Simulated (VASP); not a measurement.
# B3P2 (Fmmm) in VASP: single point with PBE

Aim: the single point of B3P2 with PBE.

Everything below comes from runs of VASP 6.6.1. Logs are shortened: lines on timing, memory, paths and dates and some standing lists are left out, and cuts for length are marked.

## (1) The cell of the first run

The structure is orthorhombic, space group Fmmm (No. 69). Conventional cell: a = 5.862 Å, b = 6.526 Å, c = 10.237 Å, α = 90.00°, β = 90.00°, γ = 90.00°. B (site symmetry m) has 2 B at 1.73 to 1.82 Å and 4 P at 2.09 to 2.32 Å within 2.4 Å. Within 2.4 Å of B (site symmetry mm2) lie 2 B at 1.73 Å and 4 P at 2.35 Å. Within 2.8 Å of P (site symmetry m2m) lie 10 B at 2.09 to 2.68 Å and 1 P at 2.50 Å. P (site symmetry 222) has 8 B at 2.32 to 2.35 Å and 6 P at 2.93 to 2.97 Å within 3.1 Å.

## (2) Single point, PBE

The input, INCAR:

```
SYSTEM = B3P2
ALGO = Normal
EDIFF = 1E-6
ENCUT = 520
GGA = PE
ISIF = 2
ISMEAR = 0
LASPH = .True.
LCHARG = .True.
LELF = .True.
LREAL = .False.
LVHAR = .True.
LWAVE = .False.
NBANDS = 30
NELM = 100
PREC = Accurate
SIGMA = 0.1
```

The input, KPOINTS:

```
k-points
0
Gamma
  10 10 10
  0 0 0
```

The input, POSCAR:

```
B3P2
1.0
    0.0000000000      3.2630363184      5.1183952096
    2.9309867970      0.0000000000      5.1183952096
    2.9309867970      3.2630363184      0.0000000000
B P
6 4
Direct
    0.6512809995      0.1709229229      0.3487190005
    0.8290770771      0.3487190005      0.1709229229
    0.3487190005      0.8290770771      0.6512809995
    0.1709229229      0.6512809995      0.8290770771
    0.8317342239      0.8317342239      0.1682657761
    0.1682657761      0.1682657761      0.8317342239
    0.6912368167      0.3087631833      0.6912368167
    0.3087631833      0.6912368167      0.3087631833
    0.2500000000      0.2500000000      0.2500000000
    0.7500000000      0.7500000000      0.7500000000
```

Potentials or basis: VASP PAW PBE potentials, release 64 (B, P).

Command:

```
> cat potpaw_PBE.64/B/POTCAR potpaw_PBE.64/P/POTCAR > POTCAR
> mpirun -np 1 vasp_std > vasp.out
```

OUTCAR:

```text
SYSTEM = B3P2
   EDIFF = 1E-6
   ENCUT = 520
   GGA = PE
   ISIF = 2
   ISMEAR = 0
   LASPH = .True.
   LREAL = .False.
   NELM = 100
   PREC = Accurate

 ion  position               nearest neighbor table
   1  0.651  0.171  0.349-   5 1.73   2 1.82   8 2.09   7 2.09  10 2.32   9 2.32
   2  0.829  0.349  0.171-   6 1.73   1 1.82   7 2.09   8 2.09   9 2.32  10 2.32
   3  0.349  0.829  0.651-   6 1.73   4 1.82   8 2.09   7 2.09   9 2.32  10 2.32
   4  0.171  0.651  0.829-   5 1.73   3 1.82   7 2.09   8 2.09  10 2.32   9 2.32
   5  0.832  0.832  0.168-   1 1.73   4 1.73  10 2.35  10 2.35   9 2.35   9 2.35
   6  0.168  0.168  0.832-   2 1.73   3 1.73   9 2.35   9 2.35  10 2.35  10 2.35
   7  0.691  0.309  0.691-   3 2.09   1 2.09   2 2.09   4 2.09   8 2.50
   8  0.309  0.691  0.309-   2 2.09   4 2.09   3 2.09   1 2.09   7 2.50
   9  0.250  0.250  0.250-   2 2.32   3 2.32   1 2.32   4 2.32   6 2.35   6 2.35   5 2.35   5 2.35
                            10 2.93  10 2.93
  10  0.750  0.750  0.750-   1 2.32   4 2.32   3 2.32   2 2.32   5 2.35   5 2.35   6 2.35   6 2.35
                             9 2.93   9 2.93

  LATTYP: Found a face centered orthorhombic cell.
 ALAT       =     5.8619735940
 B/A-ratio  =     1.1132893269
 C/A-ratio  =     1.7463044238

  Lattice vectors:

 A1 = (   0.0000000000,   3.2630363184,   5.1183952096)
 A2 = (   2.9309867970,   0.0000000000,   5.1183952096)
 A3 = (   2.9309867970,   3.2630363184,   0.0000000000)

Analysis of symmetry for initial positions (statically):
=====================================================================
 Subroutine PRICEL returns:
 Original cell was already a primitive cell.

 Routine SETGRP: Setting up the symmetry group for a
 face centered orthorhombic supercell.

 Subroutine GETGRP returns: Found  8 space group operations
 (whereof  8 operations were pure point group operations)
 out of a pool of  8 trial point group operations.

The static configuration has the point symmetry D_2h.

Analysis of symmetry for dynamics (positions and initial velocities):
=====================================================================
 Subroutine PRICEL returns:
 Original cell was already a primitive cell.

 Routine SETGRP: Setting up the symmetry group for a
 face centered orthorhombic supercell.

 Subroutine GETGRP returns: Found  8 space group operations
 (whereof  8 operations were pure point group operations)
 out of a pool of  8 trial point group operations.

The dynamic configuration has the point symmetry D_2h.

[... 118 lines left out ...]
   IBRION =     -1    ionic relax: 0-MD 1-quasi-New 2-CG
   NFREE  =      0    steps in history (QN), initial steepest desc. (CG)
   ISIF   =      2    stress and relaxation
   ISYM   =      2    0-nonsym 1-usesym 2-fastsym
   POTIM  = 0.5000    time-step for ionic-motion
   TEBEG  =    0.0;   TEEND  =   0.0 temperature during run
   PSTRESS=    0.0 pullay stress
   NELECT =      38.0000    total number of electrons
   NUPDOWN=      -1.0000    fix difference up-down
   EMIN   =  10.00;   EMAX   =-10.00  energy-range for DOS
   EFERMI =   0.00;   METHOD = LEGACY
   ISMEAR =     0;   SIGMA  =   0.10  broadening in eV -4-tet -1-fermi 0-gaus
   EFERMI_NEDOS =   21; number of points for ismear=-14 and -15
   IALGO  =     38    algorithm
   IMIX   =      4    mixing-type and parameters
     AMIX     =   0.40;   BMIX     =  1.00
     AMIX_MAG =   1.60;   BMIX_MAG =  1.00
  volume/ion in A,a.u.               =       9.79        66.07
  Fermi-wavevector in a.u.,A,eV,Ry     =   1.194179  2.256671 19.402778  1.426064
  Thomas-Fermi vector in A             =   2.330176
   LORBIT       =      0    0 simple, 1 ext, 2 COOP (PROOUT), +10 PAW based schemes
   GGA     = PE    functional components
   LHFCALC =     F    Hartree Fock is set to
   AEXX    =    0.0000 exact exchange contribution
   IVDW    =     0    specifies the selected vdW correction
   LEPSILON=     F    determine dielectric tensor
   LRPA    =     F    only Hartree local field effects (RPA)
 non-spin polarized calculation
 Gauss-broadening in eV      SIGMA  =   0.10
  energy-cutoff  :      520.00
  volume of cell :       97.90
 maximum number of plane-waves:      2658
 NGX is ok and might be reduce to    48
   NGX = 23   NGY = 21   NGZ = 17

 number of electron      37.9999999 magnetization

 Free energy of the ion-electron system (eV)
  ---------------------------------------------------
  ext. energy  EPLUGINS =         0.00000000
  ---------------------------------------------------
  free energy    TOTEN  =       -52.14645578 eV

  energy without entropy =      -52.13326845  energy(sigma->0) =      -52.13986211

 E-fermi :   9.0935     XC(G=0): -11.8120

 val. band max:        9.0799774987   @ k =  -0.4000   0.1000   0.3000
 cond. band min:       9.0991896340   @ k =   0.3000   0.2000   0.1000
 fundamental gap:      0.0192121352
 Fermi energy:         9.0934704030

 k-point     1 :       0.0000    0.0000    0.0000
  band No.  band energies     occupation
      1      -7.9569      2.00000
      2      -4.2797      2.00000
      3      -1.7017      2.00000
      4      -0.8532      2.00000
      5      -0.4920      2.00000
      6      -0.3302      2.00000
[... 781 lines left out ...]
     29      15.1511      0.00000
     30      15.8687      0.00000

 [... further k-points ...]
[... 5 lines left out ...]
  --------------------------------------------------------------------------------------
  -------------------------------------------------------------------------------------
  Total       -0.1358483     -0.1659732     -0.1043030      0.0000000      0.0000000      0.0000000
  in kB       -2.2231314     -2.7161199     -1.7068986      0.0000000      0.0000000      0.0000000
  external PRESSURE =      -2.2153833 kB  Pullay stress =       0.0000000 kB

 VOLUME and BASIS-vectors are now :
 -----------------------------------------------------------------------------
  energy-cutoff  :      520.00
  volume of cell :       97.90
      direct lattice vectors                 reciprocal lattice vectors
     0.000000000  3.263036318  5.118395210    -0.170591011  0.153231515  0.097686869
     2.930986797  0.000000000  5.118395210     0.170591011 -0.153231515  0.097686869
     2.930986797  3.263036318  0.000000000     0.170591011  0.153231515 -0.097686869

 POSITION                                       TOTAL-FORCE (eV/Angst)
 -----------------------------------------------------------------------------------
      1.52306      3.26304      4.20836         0.019275      0.000000      0.005238
      1.52306      3.26304      6.02843         0.019275      0.000000     -0.005238
      4.33891      3.26304      6.02843        -0.019275      0.000000     -0.005238
      4.33891      3.26304      4.20836        -0.019275      0.000000      0.005238
      2.93099      3.26304      8.51429        -0.000000      0.000000     -0.007435
      2.93099      3.26304      1.72250        -0.000000      0.000000      0.007435
      2.93099      4.51106      5.11840        -0.000000     -0.053276      0.000000
      2.93099      2.01501      5.11840        -0.000000      0.053276      0.000000
      1.46549      1.63152      2.55920        -0.000000      0.000000      0.000000
      4.39648      4.89455      7.67759        -0.000000     -0.000000      0.000000
 -----------------------------------------------------------------------------------
    total drift:                               -0.000000     -0.000000     -0.000000

  FREE ENERGIE OF THE ION-ELECTRON SYSTEM (eV)
  ---------------------------------------------------
  free  energy   TOTEN  =       -52.1464557759 eV

  energy  without entropy=      -52.1332684532  energy(sigma->0) =      -52.13986211
```

OSZICAR:

```text
N       E                     dE             d eps       ncg     rms          rms(c)
DAV:   1     0.955596781422E+02    0.95560E+02   -0.17139E+04 10260   0.114E+03
DAV:   2    -0.474422087191E+02   -0.14300E+03   -0.13645E+03 12748   0.198E+02
DAV:   3    -0.549188983992E+02   -0.74767E+01   -0.73015E+01 13752   0.394E+01
DAV:   4    -0.550125665130E+02   -0.93668E-01   -0.93338E-01 13192   0.461E+00
DAV:   5    -0.550137051628E+02   -0.11386E-02   -0.11382E-02 13252   0.468E-01    0.142E+01
DAV:   6    -0.521798807608E+02    0.28338E+01   -0.68179E+00 12074   0.117E+01    0.773E+00
DAV:   7    -0.521644090056E+02    0.15472E-01   -0.14381E+00 13226   0.524E+00    0.360E+00
DAV:   8    -0.521470881714E+02    0.17321E-01   -0.90223E-02 12638   0.139E+00    0.988E-01
DAV:   9    -0.521465386268E+02    0.54954E-03   -0.73545E-03 12652   0.435E-01    0.230E-01
DAV:  10    -0.521464695260E+02    0.69101E-04   -0.98028E-04 12938   0.140E-01    0.910E-02
DAV:  11    -0.521464556122E+02    0.13914E-04   -0.20823E-04 12664   0.704E-02    0.271E-02
DAV:  12    -0.521464559616E+02   -0.34935E-06   -0.16145E-05 12466   0.204E-02    0.129E-02
DAV:  13    -0.521464557759E+02    0.18565E-06   -0.34920E-06 11744   0.823E-03
   1 F= -.52146456E+02 E0= -.52139862E+02  d E =-.131873E-01
```

stdout:

```text
POSCAR found type information on POSCAR B P
 POSCAR found :  2 types and      10 ions
 scaLAPACK will be used
 LDA part: xc-table for (Slater+PW92), standard interpolation
 POSCAR, INCAR and KPOINTS ok, starting setup
 FFT: planning ... GRIDC
 FFT: planning ... GRID_SOFT
 FFT: planning ... GRID
 WAVECAR not read
 entering main loop
```

Run time: 7.6 min. Hardware: 1 thread of Intel Xeon Platinum 8488C (Sapphire Rapids), shared host; peak memory 0.51 GiB.

What came out:

```
Free energy            : -52.1465 eV
Pressure               : -0.2 GPa
Largest force          : 0.053 eV/Å
Band gap on the k mesh : zero (bands 19 and 20 overlap by 3.24 eV)
```

Forces in eV/Å, atoms in the order of the input:
```
B    0.019  0.000  0.005
B    0.019  0.000 -0.005
B   -0.019  0.000 -0.005
B   -0.019  0.000  0.005
B    0.000  0.000 -0.007
B    0.000  0.000  0.007
P    0.000 -0.053  0.000
P    0.000  0.053  0.000
P    0.000  0.000  0.000
P    0.000  0.000  0.000
```

Stress tensor (GPa, compression positive):
```
-0.22  0.00  0.00
 0.00 -0.27  0.00
 0.00  0.00 -0.17
```

Levels at points of the mesh, in eV from the Fermi level:
```tsv
k point	band 17	band 18	band 19	band 20	band 21	band 22
(0.00, 0.00, 0.00)	-0.78	-0.30	-0.13	0.44	1.06	1.34
(0.50, 0.00, 0.00)	-1.46	-1.05	-0.60	0.50	0.88	0.93
(0.50, 0.50, 0.00)	-3.12	-2.81	-2.21	-1.96	-1.04	-0.48
(0.50, 0.00, 0.50)	-0.92	0.44	0.90	1.08	1.55	1.71
(0.00, 0.50, 0.50)	-0.41	-0.07	0.21	0.91	1.37	1.98
```
